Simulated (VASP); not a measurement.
# Ti2Co (Fd-3m) in VASP: single point with r2SCAN

Aim: the single point of Ti2Co with r2SCAN.

Everything below comes from runs of VASP 6.6.1. Logs are shortened: lines on timing, memory, paths and dates and some standing lists are left out, and cuts for length are marked.

**1. The cell of the first run**

The structure is cubic, space group Fd-3m (No. 227). Conventional cell: a = 6.793 Å, b = 6.793 Å, c = 6.793 Å, α = 90.00°, β = 90.00°, γ = 90.00°. Within 3.7 Å of Co (site symmetry -43m) lie 12 Ti at 2.82 Å and 4 Co at 2.94 Å. Within 3.2 Å of Ti (site symmetry -3m) lie 6 Ti at 2.40 Å and 6 Co at 2.82 Å.

**2. Single point, r2SCAN**

Contents of POSCAR:

```
Ti2Co
1.0
    0.0000000000      3.3965590000      3.3965590000
    3.3965590000      0.0000000000      3.3965590000
    3.3965590000      3.3965590000      0.0000000000
Co Ti
2 4
Direct
    0.0000000000      0.0000000000      0.0000000000
    0.2500000000      0.2500000000      0.2500000000
    0.6250000000      0.6250000000      0.6250000000
    0.1250000000      0.6250000000      0.6250000000
    0.6250000000      0.6250000000      0.1250000000
    0.6250000000      0.1250000000      0.6250000000
```

Contents of INCAR.step1:

```
SYSTEM = Ti2Co
PREC = Accurate
ENCUT = 520
ISMEAR = -1
SIGMA = 0.1
LREAL = .FALSE.
LASPH = .TRUE.
NELM = 100
NBANDS = 42
GGA = PE
ALGO = Normal
EDIFF = 1E-4
LWAVE = .TRUE.
LCHARG = .FALSE.
```

Contents of INCAR.step2:

```
SYSTEM = Ti2Co
PREC = Accurate
ENCUT = 520
EDIFF = 1E-7
ISMEAR = -1
SIGMA = 0.1
LREAL = .FALSE.
LASPH = .TRUE.
NELM = 100
ALGO = Normal
ISIF = 2
LWAVE = .FALSE.
LCHARG = .FALSE.
METAGGA = R2SCAN
LMIXTAU = .TRUE.
NBANDS = 42
ISTART = 1
```

Contents of KPOINTS:

```
regular mesh
0
G
  9 9 9
  0 0 0
```

Potentials or basis: VASP PAW PBE potentials, release 64 (Co, Ti_sv).

On the command line:

```console
cat potpaw_PBE.64/Co/POTCAR potpaw_PBE.64/Ti_sv/POTCAR > POTCAR
cp INCAR.step1 INCAR
mpirun -np 1 vasp_std > vasp.out
cp INCAR.step2 INCAR
mpirun -np 1 vasp_std > vasp.out
```

OUTCAR:

```text
SYSTEM = Ti2Co
   PREC = Accurate
   ENCUT = 520
   EDIFF = 1E-7
   ISMEAR = -1
   LREAL = .FALSE.
   LASPH = .TRUE.
   NELM = 100
   ISIF = 2
   METAGGA = R2SCAN
   ISTART = 1

 ion  position               nearest neighbor table
   1  0.000  0.000  0.000-   3 2.82   5 2.82   6 2.82   3 2.82   4 2.82   5 2.82   3 2.82   4 2.82
                             6 2.82   4 2.82   5 2.82   6 2.82   2 2.94   2 2.94   2 2.94   2 2.94
   2  0.250  0.250  0.250-   4 2.82   5 2.82   6 2.82   3 2.82   4 2.82   6 2.82   3 2.82   4 2.82
                             5 2.82   3 2.82   5 2.82   6 2.82   1 2.94   1 2.94   1 2.94   1 2.94
   3  0.625  0.625  0.625-   4 2.40   5 2.40   6 2.40   5 2.40   6 2.40   4 2.40   1 2.82   2 2.82
                             1 2.82   2 2.82   1 2.82   2 2.82
   4  0.125  0.625  0.625-   3 2.40   5 2.40   6 2.40   3 2.40   5 2.40   6 2.40   2 2.82   1 2.82
                             1 2.82   2 2.82   2 2.82   1 2.82
   5  0.625  0.625  0.125-   3 2.40   3 2.40   4 2.40   6 2.40   6 2.40   4 2.40   1 2.82   2 2.82
                             1 2.82   2 2.82   1 2.82   2 2.82
   6  0.625  0.125  0.625-   3 2.40   5 2.40   3 2.40   4 2.40   5 2.40   4 2.40   2 2.82   1 2.82
                             2 2.82   2 2.82   1 2.82   1 2.82

  LATTYP: Found a face centered cubic cell.
 ALAT       =     6.7931180000

  Lattice vectors:

 A1 = (   0.0000000000,   3.3965590000,   3.3965590000)
 A2 = (   3.3965590000,   0.0000000000,   3.3965590000)
 A3 = (   3.3965590000,   3.3965590000,   0.0000000000)

Analysis of symmetry for initial positions (statically):
=====================================================================
 Subroutine PRICEL returns:
 Original cell was already a primitive cell.

 Routine SETGRP: Setting up the symmetry group for a
 face centered cubic supercell.

 Subroutine GETGRP returns: Found 48 space group operations
 (whereof 24 operations were pure point group operations)
 out of a pool of 48 trial point group operations.

The static configuration has the point symmetry T_d .
 The point group associated with its full space group is O_h .

Analysis of symmetry for dynamics (positions and initial velocities):
=====================================================================
 Subroutine PRICEL returns:
 Original cell was already a primitive cell.

 Routine SETGRP: Setting up the symmetry group for a
 face centered cubic supercell.

 Subroutine GETGRP returns: Found 48 space group operations
 (whereof 24 operations were pure point group operations)
[... 107 lines left out ...]
   LSORBIT =      F    spin-orbit coupling
   LASPH  =      T    aspherical Exc in radial PAW
   ENCUT  =  520.0 eV  38.22 Ry    6.18 a.u.   8.93  8.93  8.93*2*pi/ulx,y,z
   NELM   =    100;   NELMIN=  2; NELMDL=  0     # of ELM steps
   EDIFF  = 0.1E-06   stopping-criterion for ELM
   LREAL  =      F    real-space projection
   EDIFFG = 0.1E-05   stopping-criterion for IOM
   NSW    =      0    number of steps for IOM
   IBRION =     -1    ionic relax: 0-MD 1-quasi-New 2-CG
   NFREE  =      0    steps in history (QN), initial steepest desc. (CG)
   ISIF   =      2    stress and relaxation
   ISYM   =      2    0-nonsym 1-usesym 2-fastsym
   POTIM  = 0.5000    time-step for ionic-motion
   TEBEG  =    0.0;   TEEND  =   0.0 temperature during run
   PSTRESS=    0.0 pullay stress
   NELECT =      66.0000    total number of electrons
   NUPDOWN=      -1.0000    fix difference up-down
   EMIN   =  10.00;   EMAX   =-10.00  energy-range for DOS
   EFERMI =   0.00;   METHOD = LEGACY
   ISMEAR =    -1;   SIGMA  =   0.10  broadening in eV -4-tet -1-fermi 0-gaus
   EFERMI_NEDOS =   21; number of points for ismear=-14 and -15
   IALGO  =     38    algorithm
   IMIX   =      4    mixing-type and parameters
     AMIX     =   0.40;   BMIX     =  1.00
     AMIX_MAG =   1.60;   BMIX_MAG =  1.00
  volume/ion in A,a.u.               =      13.06        88.14
  Fermi-wavevector in a.u.,A,eV,Ry     =   1.545991  2.921500 32.519127  2.390088
  Thomas-Fermi vector in A             =   2.651291
   LORBIT       =      0    0 simple, 1 ext, 2 COOP (PROOUT), +10 PAW based schemes
   METAGGA = R2SCAN    functional components
   LHFCALC =     F    Hartree Fock is set to
   AEXX    =    0.0000 exact exchange contribution
   IVDW    =     0    specifies the selected vdW correction
   LEPSILON=     F    determine dielectric tensor
   LRPA    =     F    only Hartree local field effects (RPA)
 non-spin polarized calculation
  energy-cutoff  :      520.00
  volume of cell :       78.37
 maximum number of plane-waves:      2128
   NGX = 17   NGY = 17   NGZ = 17

 number of electron      66.0000031 magnetization

 Free energy of the ion-electron system (eV)
  ---------------------------------------------------
  ext. energy  EPLUGINS =         0.00000000
  ---------------------------------------------------
  free energy    TOTEN  =       -74.36001590 eV

  energy without entropy =      -74.07708210  energy(sigma->0) =      -74.21854900

 E-fermi :   9.8549     XC(G=0): -13.7500

 val. band max:        9.8546672869   @ k =  -0.1111   0.1111   0.0000
 cond. band min:       9.8711566957   @ k =  -0.2222   0.1111   0.0000
 fundamental gap:      0.0164894089
 Fermi energy:         9.8548545069

 k-point     1 :       0.0000    0.0000    0.0000
  band No.  band energies     occupation
      1     -48.8476      2.00000
      2     -48.1757      2.00000
      3     -48.1757      2.00000
      4     -48.1757      2.00000
      5     -25.8529      2.00000
      6     -24.4262      2.00000
[... 1069 lines left out ...]
     41      12.0394      0.00000
     42      12.5737      0.00000

 [... further k-points ...]
[... 5 lines left out ...]
  --------------------------------------------------------------------------------------
  -------------------------------------------------------------------------------------
  Total        7.6230087      7.6230087      7.6230087      0.0000000      0.0000000      0.0000000
  in kB      155.8437952    155.8437952    155.8437952      0.0000000      0.0000000      0.0000000
  external PRESSURE =     155.8437952 kB  Pullay stress =       0.0000000 kB

 VOLUME and BASIS-vectors are now :
 -----------------------------------------------------------------------------
  energy-cutoff  :      520.00
  volume of cell :       78.37
      direct lattice vectors                 reciprocal lattice vectors
     0.000000000  3.396559000  3.396559000    -0.147207806  0.147207806  0.147207806
     3.396559000  0.000000000  3.396559000     0.147207806 -0.147207806  0.147207806
     3.396559000  3.396559000  0.000000000     0.147207806  0.147207806 -0.147207806

 POSITION                                       TOTAL-FORCE (eV/Angst)
 -----------------------------------------------------------------------------------
      0.00000      0.00000      0.00000        -0.000000     -0.000000     -0.000000
      1.69828      1.69828      1.69828         0.000000      0.000000      0.000000
      4.24570      4.24570      4.24570        -0.000000      0.000000     -0.000000
      4.24570      2.54742      2.54742        -0.000000      0.000000     -0.000000
      2.54742      2.54742      4.24570        -0.000000      0.000000     -0.000000
      2.54742      4.24570      2.54742        -0.000000      0.000000     -0.000000
 -----------------------------------------------------------------------------------
    total drift:                                0.000000      0.000000      0.000000

  FREE ENERGIE OF THE ION-ELECTRON SYSTEM (eV)
  ---------------------------------------------------
  free  energy   TOTEN  =       -74.3600159001 eV

  energy  without entropy=      -74.0770821027  energy(sigma->0) =      -74.21854900
```

Wall time 11 min (1 thread of AMD EPYC 7R13 (Zen 3), shared host); peak memory 0.24 GiB.

What came out:

```yaml
Free_energy: -74.3600 eV
Pressure: 15.6 GPa
Band_gap_on_the_k_mesh: zero (bands 33 and 34 overlap by 0.37 eV)
```

Caveat: the cell stands under pressure; the PAW data sets were made with another functional, which shifts forces and pressure a little; the run has no spin polarisation, though such a crystal can be magnetic. Spin polarisation is off, so any magnetic state and its effect on volume and gap are missing.
